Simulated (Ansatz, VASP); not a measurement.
# Li2S: VASP beside Ansatz

```
Li S
1.0
     0.00000    2.82123    2.82123
     2.82123    0.00000    2.82123
     2.82123    2.82123    0.00000
Li S
2 1
Cartesian
  1.4106 1.4106 1.4106
  4.2318 4.2318 4.2318
  0.0000 0.0000 0.0000
```

Alike in both runs: functional PBE; dispersion D4; k mesh 6 × 6 × 6; no spin polarisation.

Ansatz relaxed the structure, and its values are those at the end. VASP's run is a single point on that final structure, the one shown.

```csv
,VASP,Ansatz
version,VASP 6.6.1,Ansatz 0.2.0
potentials or method,"VASP PAW PBE potentials, release 64 (Li_sv, S)","plane waves, PAW"
plane-wave cutoff (eV),750,420
occupations,"gaussian, width 0.01 eV",fixed
valence electrons in the cell,12,12
```

|  | VASP | Ansatz | Ansatz less VASP |
| --- | --- | --- | --- |
| pressure (GPa) | -0.1 | 0.0 | +0.13 |
